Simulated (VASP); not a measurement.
# MgO in VASP: a series of runs

MgO is run at these levels: r2SCAN; tasks: single point, relaxation of cell and atoms.

Program: VASP 6.6.1. These are calculated values, not measurements. Logs are shortened: lines on timing, memory, paths and dates and some standing lists are left out, and cuts for length are marked.

## (1) The cell of the first run

The structure is tetragonal, space group I4/mmm (No. 139). The conventional cell has a = 3.032 Å, b = 3.032 Å, c = 4.156 Å, α = 90.00°, β = 90.00°, γ = 90.00°. Mg (site symmetry 4/mmm) has 6 O at 2.08 to 2.14 Å within 2.8 Å. Within 2.8 Å of O (site symmetry 4/mmm) lie 6 Mg at 2.08 to 2.14 Å.

## (2) Single point, r2SCAN (biaxial strain in the a-b plane: +2.0 %, then relaxed in part)

POSCAR reads:

```
MgO
1.0
    2.1442449725      2.1442449725      0.0000000000
   -2.1442449725      2.1442449725      0.0000000000
    0.0000000000      0.0000000000      4.1558582552
Mg O
2 2
Direct
    0.0000000000      0.0000000000      0.0000000000
    0.5000000000      0.5000000000      0.5000000000
    0.5000000000      0.5000000000      0.0000000000
    0.0000000000      0.0000000000      0.5000000000
```

INCAR.step1 reads:

```
SYSTEM = MgO
PREC     = Accurate       ! precision mode
ENCUT    = 520            ! plane-wave cutoff, eV
ISMEAR   = 0              ! smearing method
SIGMA    = 0.02           ! smearing width, eV
LREAL    = .False.        ! projectors in reciprocal space
LASPH    = .True.         ! aspherical terms in the spheres
NELM     = 100            ! most SCF steps
NBANDS   = 16             ! bands
GGA      = PE             ! functional
ALGO     = Normal         ! electronic algorithm
EDIFF    = 1E-4           ! SCF threshold, eV
LWAVE    = .True.         ! write WAVECAR
LCHARG   = .False.        ! write CHGCAR
```

INCAR.step2 reads:

```
SYSTEM = MgO
PREC     = Accurate       ! precision mode
ENCUT    = 520            ! plane-wave cutoff, eV
EDIFF    = 1E-6           ! SCF threshold, eV
ISMEAR   = 0              ! smearing method
SIGMA    = 0.02           ! smearing width, eV
LREAL    = .False.        ! projectors in reciprocal space
LASPH    = .True.         ! aspherical terms in the spheres
NELM     = 100            ! most SCF steps
ALGO     = Normal         ! electronic algorithm
ISIF     = 2              ! what is computed and relaxed
LWAVE    = .False.        ! write WAVECAR
LCHARG   = .True.         ! write CHGCAR
METAGGA  = R2SCAN         ! meta-GGA
LMIXTAU  = .True.       
LELF     = .True.         ! ELF
LVHAR    = .True.       
NBANDS   = 16             ! bands
ISTART   = 1
```

KPOINTS reads:

```
Automatic mesh
0
Gamma
  8 8 6
  0 0 0
```

Potentials or basis: VASP PAW PBE potentials, release 64 (Mg, O).

On the command line:

```bash
$ cat potpaw_PBE.64/Mg/POTCAR potpaw_PBE.64/O/POTCAR > POTCAR
$ cp INCAR.step1 INCAR
$ mpirun -np 1 vasp_std > vasp.out
$ cp INCAR.step2 INCAR
$ mpirun -np 1 vasp_std > vasp.out
```

OUTCAR:

```text
SYSTEM = MgO
   PREC = Accurate
   ENCUT = 520
   EDIFF = 1E-6
   ISMEAR = 0
   LREAL = .False.
   LASPH = .True.
   NELM = 100
   ISIF = 2
   METAGGA = R2SCAN
   ISTART = 1

 ion  position               nearest neighbor table
   1  0.000  0.000  0.000-   4 2.08   4 2.08   3 2.14   3 2.14   3 2.14   3 2.14   2 2.99   2 2.99
                             2 2.99   2 2.99   2 2.99   2 2.99   2 2.99   2 2.99
   2  0.500  0.500  0.500-   3 2.08   3 2.08   4 2.14   4 2.14   4 2.14   4 2.14   1 2.99   1 2.99
                             1 2.99   1 2.99   1 2.99   1 2.99   1 2.99   1 2.99
   3  0.500  0.500  0.000-   2 2.08   2 2.08   1 2.14   1 2.14   1 2.14   1 2.14
   4  0.000  0.000  0.500-   1 2.08   1 2.08   2 2.14   2 2.14   2 2.14   2 2.14

  LATTYP: Found a simple tetragonal cell.
 ALAT       =     3.0324203212
 C/A-ratio  =     1.3704756647

  Lattice vectors:

 A1 = (   2.1442449725,   2.1442449725,   0.0000000000)
 A2 = (  -2.1442449725,   2.1442449725,   0.0000000000)
 A3 = (   0.0000000000,   0.0000000000,   4.1558582552)

Analysis of symmetry for initial positions (statically):
=====================================================================
 Subroutine PRICEL returns following result:

  LATTYP: Found a body centered tetragonal cell.
 ALAT       =     3.0324203212
 C/A-ratio  =     1.3704756647

  Lattice vectors:

 A1 = (   0.0000000000,  -2.1442449725,  -2.0779291276)
 A2 = (   0.0000000000,   2.1442449725,  -2.0779291276)
 A3 = (   2.1442449725,   0.0000000000,   2.0779291276)

   2 primitive cells build up your supercell.

 Routine SETGRP: Setting up the symmetry group for a
 simple tetragonal supercell.

 Subroutine GETGRP returns: Found 16 space group operations
 (whereof 16 operations were pure point group operations)
 out of a pool of 16 trial point group operations.

The static configuration has the point symmetry D_4h.

Analysis of symmetry for dynamics (positions and initial velocities):
=====================================================================
 Subroutine PRICEL returns following result:

  LATTYP: Found a body centered tetragonal cell.
 ALAT       =     3.0324203212
 C/A-ratio  =     1.3704756647

  Lattice vectors:

 A1 = (   0.0000000000,  -2.1442449725,  -2.0779291276)
 A2 = (   0.0000000000,   2.1442449725,  -2.0779291276)
 A3 = (   2.1442449725,   0.0000000000,   2.0779291276)

   2 primitive cells build up your supercell.

 Routine SETGRP: Setting up the symmetry group for a
 simple tetragonal supercell.

 Subroutine GETGRP returns: Found 16 space group operations
 (whereof 16 operations were pure point group operations)
 out of a pool of 16 trial point group operations.

The dynamic configuration has the point symmetry D_4h.

 Subroutine INISYM returns: Found 16 space group operations
 (whereof 16 operations are pure point group operations),
 and found     2 'primitive' translations

----------------------------------------------------------------------------------------

                                     Primitive cell

  volume of cell :      19.1077

  direct lattice vectors                    reciprocal lattice vectors
     0.000000000 -2.144244973 -2.077929128     0.233182312 -0.233182312 -0.240624184
     0.000000000  2.144244973 -2.077929128     0.233182312  0.233182312 -0.240624184
     2.144244973  0.000000000  2.077929128     0.466364624  0.000000000  0.000000000

  length of vectors
     2.985896174  2.985896174  2.985896174     0.408225402  0.408225402  0.466364624

  position of ions in fractional coordinates (direct lattice)
     0.000000000  0.000000000  0.000000000
     0.500000000  0.500000000  0.000000000

  ion indices of the primitive-cell ions
   primitive index   ion index
                 1           1
                 2           4

----------------------------------------------------------------------------------------

 KPOINTS: Automatic mesh

Automatic generation of k-mesh.
 Grid dimensions read from file:
 generate k-points for:    8    8    6

 Generating k-lattice:

  Cartesian coordinates                     Fractional coordinates (reciprocal lattice)
     0.029147789  0.029147789  0.000000000     0.125000000  0.000000000  0.000000000
    -0.029147789  0.029147789  0.000000000     0.000000000  0.125000000  0.000000000
     0.000000000  0.000000000  0.040104031     0.000000000  0.000000000  0.166666667

  Length of vectors
     0.041221199  0.041221199  0.040104031

  Shift w.r.t. Gamma in fractional coordinates (k-lattice)
     0.000000000  0.000000000  0.000000000

 Subroutine IBZKPT returns following result:
 ===========================================

 Found     60 irreducible k-points:

 Following reciprocal coordinates:
            Coordinates               Weight
  0.000000  0.000000  0.000000      1.000000
  0.125000  0.000000  0.000000      4.000000
  0.250000  0.000000  0.000000      4.000000
  0.375000  0.000000  0.000000      4.000000
[... 47 lines left out ...]
  Thomas-Fermi vector in A             =   2.359779
   LORBIT       =      0    0 simple, 1 ext, 2 COOP (PROOUT), +10 PAW based schemes
   METAGGA = R2SCAN    functional components
   LHFCALC =     F    Hartree Fock is set to
   AEXX    =    0.0000 exact exchange contribution
   IVDW    =     0    specifies the selected vdW correction
   LEPSILON=     F    determine dielectric tensor
   LRPA    =     F    only Hartree local field effects (RPA)
 non-spin polarized calculation
 Gauss-broadening in eV      SIGMA  =   0.02
  energy-cutoff  :      520.00
  volume of cell :       38.22
 maximum number of plane-waves:      1044
 NGX is ok and might be reduce to    24

 number of electron      16.0000008 magnetization

 Free energy of the ion-electron system (eV)
  ---------------------------------------------------
  ext. energy  EPLUGINS =         0.00000000
  ---------------------------------------------------
  free energy    TOTEN  =       -32.28675878 eV

  energy without entropy =      -32.28675878  energy(sigma->0) =      -32.28675878

 E-fermi :   2.8058     XC(G=0): -11.4778

 val. band max:        2.6355477180   @ k =   0.0000   0.0000   0.0000
 cond. band min:       7.9834016906   @ k =   0.0000   0.0000   0.0000
 fundamental gap:      5.3478539726
 Fermi energy:         2.8058044279

 k-point     1 :       0.0000    0.0000    0.0000
  band No.  band energies     occupation
      1     -15.4775      2.00000
      2     -13.9904      2.00000
      3      -1.3237      2.00000
      4       1.1806      2.00000
      5       1.1806      2.00000
      6       2.5596      2.00000
[... 8 lines left out ...]
     15      19.5410      0.00000
     16      22.3824      0.00000

 k-point     2 :       0.1250    0.0000    0.0000
  band No.  band energies     occupation
      1     -15.3766      2.00000
      2     -13.9861      2.00000
      3      -1.1793      2.00000
      4       0.7777      2.00000
      5       1.2378      2.00000
      6       2.0334      2.00000
[... 8 lines left out ...]
     15      19.7399      0.00000
     16      22.0018      0.00000

 k-point     3 :       0.2500    0.0000    0.0000
  band No.  band energies     occupation
      1     -15.0996      2.00000
      2     -14.0031      2.00000
      3      -0.7617      2.00000
      4      -0.0395      2.00000
      5       0.8593      2.00000
      6       1.4010      2.00000
[... 8 lines left out ...]
     15      20.2551      0.00000
     16      21.4865      0.00000

 k-point     4 :       0.3750    0.0000    0.0000
  band No.  band energies     occupation
      1     -14.7237      2.00000
      2     -14.1110      2.00000
      3      -0.6571      2.00000
      4      -0.1744      2.00000
      5      -0.1200      2.00000
      6       1.4255      2.00000
[... 8 lines left out ...]
     15      20.9607      0.00000
     16      21.1526      0.00000
[... 324 lines left out ...]
 k-point    22 :       0.2500    0.1250    0.1667
  band No.  band energies     occupation
      1     -14.9403      2.00000
      2     -14.0510      2.00000
      3      -0.8803      2.00000
      4       0.2813      2.00000
      5       0.2822      2.00000
      6       1.2994      2.00000
[... 8 lines left out ...]
     15      20.1304      0.00000
     16      20.5395      0.00000

 k-point    23 :       0.3750    0.1250    0.1667
  band No.  band energies     occupation
      1     -14.6080      2.00000
      2     -14.1109      2.00000
      3      -1.0672      2.00000
      4      -0.6040      2.00000
      5       0.4293      2.00000
      6       1.5297      2.00000
[... 8 lines left out ...]
     15      20.1821      0.00000
     16      20.6397      0.00000

 k-point    24 :       0.5000    0.1250    0.1667
  band No.  band energies     occupation
      1     -14.3015      2.00000
      2     -14.3015      2.00000
      3      -1.0909      2.00000
      4      -1.0909      2.00000
      5       1.0197      2.00000
      6       1.0197      2.00000
[... 8 lines left out ...]
     15      20.4943      0.00000
     16      20.4943      0.00000

 [... further k-points ...]
[... 5 lines left out ...]
  --------------------------------------------------------------------------------------
  -------------------------------------------------------------------------------------
  Total       -1.7236040     -1.7236040     -0.2788185      0.0000000      0.0000000      0.0000000
  in kB      -72.2617620    -72.2617620    -11.6894095      0.0000000      0.0000000      0.0000000
  external PRESSURE =     -52.0709778 kB  Pullay stress =       0.0000000 kB

 VOLUME and BASIS-vectors are now :
 -----------------------------------------------------------------------------
  energy-cutoff  :      520.00
  volume of cell :       38.22
      direct lattice vectors                 reciprocal lattice vectors
     2.144244973  2.144244973  0.000000000     0.233182312  0.233182312  0.000000000
    -2.144244973  2.144244973  0.000000000    -0.233182312  0.233182312  0.000000000
     0.000000000  0.000000000  4.155858255     0.000000000  0.000000000  0.240624184

 POSITION                                       TOTAL-FORCE (eV/Angst)
 -----------------------------------------------------------------------------------
      0.00000      0.00000      0.00000        -0.000000      0.000000      0.000000
      0.00000      2.14424      2.07793        -0.000000      0.000000      0.000000
      0.00000      2.14424      0.00000         0.000000     -0.000000     -0.000000
      0.00000      0.00000      2.07793        -0.000000      0.000000      0.000000
 -----------------------------------------------------------------------------------
    total drift:                                0.000000     -0.000000     -0.000000

  FREE ENERGIE OF THE ION-ELECTRON SYSTEM (eV)
  ---------------------------------------------------
  free  energy   TOTEN  =       -32.2867587787 eV

  energy  without entropy=      -32.2867587787  energy(sigma->0) =      -32.28675878
```

It took 54 s on 1 thread of Intel Xeon Platinum 8488C (Sapphire Rapids), shared host; peak memory 0.17 GiB.

What came out:

| Property | Result |
| --- | --- |
| Free energy | -32.2868 eV |
| Pressure | -5.2 GPa |
| Band gap on the k mesh | 5.35 eV |

Caveat: the cell differs from its parent crystal (biaxial strain in the a-b plane: +2.0 %, then relaxed in part); the PAW data sets were made with another functional, which shifts forces and pressure a little.

## (3) Single point, r2SCAN

POSCAR is that of step 2.

INCAR.step1 reads:

```
PREC     = Accurate       # precision mode
ENCUT    = 520            # plane-wave cutoff, eV
ISMEAR   = 0              # smearing method
SIGMA    = 0.02           # smearing width, eV
LREAL    = False          # projectors in reciprocal space
LASPH    = True           # aspherical terms in the spheres
NELM     = 100            # most SCF steps
NBANDS   = 16             # bands
GGA      = PE             # functional
ALGO     = Normal         # electronic algorithm
EDIFF    = 1E-4           # SCF threshold, eV
LWAVE    = True           # write WAVECAR
LCHARG   = False          # write CHGCAR
```

INCAR.step2 reads:

```
PREC     = Accurate       # precision mode
ENCUT    = 520            # plane-wave cutoff, eV
EDIFF    = 1E-7           # SCF threshold, eV
ISMEAR   = 0              # smearing method
SIGMA    = 0.02           # smearing width, eV
LREAL    = False          # projectors in reciprocal space
LASPH    = True           # aspherical terms in the spheres
NELM     = 100            # most SCF steps
ALGO     = Normal         # electronic algorithm
ISIF     = 2              # what is computed and relaxed
LWAVE    = False          # write WAVECAR
LCHARG   = False          # write CHGCAR
METAGGA  = R2SCAN         # meta-GGA
LMIXTAU  = True         
NBANDS   = 16             # bands
ISTART   = 1
```

KPOINTS reads:

```
regular mesh
0
Gamma
  8 8 6
```

Potentials or basis: VASP PAW PBE potentials, release 64 (Mg, O).

On the command line:

```bash
$ cat potpaw_PBE.64/Mg/POTCAR potpaw_PBE.64/O/POTCAR > POTCAR
$ cp INCAR.step1 INCAR
$ mpirun -np 1 vasp_std > vasp.out
$ cp INCAR.step2 INCAR
$ mpirun -np 1 vasp_std > vasp.out
```

Wall time 56 s (1 thread of Intel Xeon Platinum 8488C (Sapphire Rapids), shared host); peak memory 0.17 GiB.

It converged, with:

| Item | Value |
| --- | --- |
| Free energy | -32.2868 eV |
| Pressure | -5.2 GPa |
| Band gap on the k mesh | 5.35 eV |

Stress tensor (GPa, compression positive):
```
-7.22  0.00  0.00
 0.00 -7.22  0.00
 0.00  0.00 -1.17
```

Levels at points of the mesh, in eV from the valence-band top:
| k point | band 4 | band 5 | band 6 | band 7 | band 8 | band 9 | band 10 | band 11 | band 12 | band 13 |
| --- | --- | --- | --- | --- | --- | --- | --- | --- | --- | --- |
| (0.00, 0.00, 0.00) | -1.45 | -1.45 | -0.08 | 0.00 | 0.00 | 5.35 | 9.76 | 10.77 | 14.30 | 16.58 |
| (0.50, 0.00, 0.00) | -3.36 | -1.98 | -1.98 | -0.71 | -0.71 | 10.17 | 10.17 | 12.85 | 12.85 | 14.88 |
| (0.50, 0.50, 0.00) | -4.07 | -1.42 | -1.42 | -1.22 | -1.22 | 10.10 | 10.10 | 10.80 | 10.80 | 13.87 |
| (0.00, 0.00, 0.50) | -2.61 | -0.80 | -0.80 | -0.80 | -0.80 | 8.74 | 8.74 | 11.92 | 11.92 | 16.85 |
| (0.50, 0.00, 0.50) | -4.53 | -0.70 | -0.70 | -0.64 | -0.64 | 8.62 | 8.62 | 13.50 | 13.50 | 16.81 |
| (0.50, 0.50, 0.50) | -2.89 | -2.89 | -2.89 | -1.86 | -1.86 | 12.53 | 12.53 | 12.53 | 12.53 | 13.08 |

Caveat: the PAW data sets were made with another functional, which shifts forces and pressure a little. r2SCAN opens gaps a little over a GGA but as a rule still falls short of measured ones.

## (4) Relaxation of cell and atoms, r2SCAN

This run uses another cell than the first one: it holds 2 atoms, not 4.

POSCAR reads:

```
MgO
1.0
    0.0000000000      2.0970013927      2.0970013927
    2.0970013927      0.0000000000      2.0970013927
    2.0970013927      2.0970013927      0.0000000000
Mg O
1 1
Direct
    0.0000000000      0.0000000000      0.0000000000
    0.5000000000      0.5000000000      0.5000000000
```

INCAR.step1 reads:

```
ALGO     = Normal         # electronic algorithm
EDIFF    = 1E-4           # SCF threshold, eV
ENCUT    = 600            # plane-wave cutoff, eV
GGA      = PE             # functional
ISMEAR   = 0              # smearing method
LASPH    = T              # aspherical terms in the spheres
LCHARG   = F              # write CHGCAR
LREAL    = F              # projectors in reciprocal space
LWAVE    = T              # write WAVECAR
NELM     = 60             # most SCF steps
PREC     = Accurate       # precision mode
SIGMA    = 0.02           # smearing width, eV
```

INCAR.step2 reads:

```
ALGO     = Normal         # electronic algorithm
EDIFF    = 1E-7           # SCF threshold, eV
EDIFFG   = -0.005         # ionic threshold
ENCUT    = 600            # plane-wave cutoff, eV
IBRION   = 2              # ionic algorithm
ISIF     = 3              # what is computed and relaxed
ISMEAR   = 0              # smearing method
ISTART   = 1            
LASPH    = T              # aspherical terms in the spheres
LCHARG   = F              # write CHGCAR
LMIXTAU  = T            
LREAL    = F              # projectors in reciprocal space
LWAVE    = F              # write WAVECAR
METAGGA  = R2SCAN         # meta-GGA
NELM     = 60             # most SCF steps
NSW      = 100            # ionic steps
PREC     = Accurate       # precision mode
SIGMA    = 0.02           # smearing width, eV
```

KPOINTS reads:

```
k-points
0
Gamma
  10 10 10
```

On the command line:

```bash
$ cat potpaw_PBE.64/Mg/POTCAR potpaw_PBE.64/O/POTCAR > POTCAR
$ cp INCAR.step1 INCAR
$ mpirun -np 1 vasp_std > vasp.out
$ cp INCAR.step2 INCAR
$ mpirun -np 1 vasp_std > vasp.out
```

Run time: 32 s. Hardware: 1 thread of Intel Xeon Platinum 8488C (Sapphire Rapids), shared host; peak memory 0.15 GiB.

It converged, with:

| Quantity | Value |
| --- | --- |
| Free energy | -16.1653 eV |
| Relaxed volume | 9.21 Å³/atom |
| Relaxed cell | a = 2.965 Å, b = 2.965 Å, c = 2.965 Å, α = 60.00°, β = 60.00°, γ = 60.00° |
| Space group after relaxing (to 0.05 Å) | Fm-3m (No. 225) |
| Energy gained by relaxing | 0.0 meV/atom |
| Ionic steps | 2 |
| Pressure after relaxing | 0.0 GPa |
| Band gap on the k mesh | 5.75 eV, direct |

Final structure:
```
CELL_PARAMETERS angstrom
0.00000 2.09631 2.09631
2.09631 0.00000 2.09631
2.09631 2.09631 0.00000
ATOMIC_POSITIONS crystal
Mg 0.00000 0.00000 0.00000
O 0.50000 0.50000 0.50000
```

Levels at points of the mesh, in eV from the valence-band top:
```csv
k point,band 2,band 3,band 4,band 5,band 6,band 7
"(0.00, 0.00, 0.00)",0.00,0.00,0.00,5.75,16.92,16.92
"(0.50, 0.00, 0.00)",-4.67,-0.69,-0.69,8.90,13.97,17.57
"(0.50, 0.50, 0.00)",-4.16,-1.39,-1.39,10.05,11.22,14.45
```

Caveat: the PAW data sets were made with another functional, which shifts forces and pressure a little.
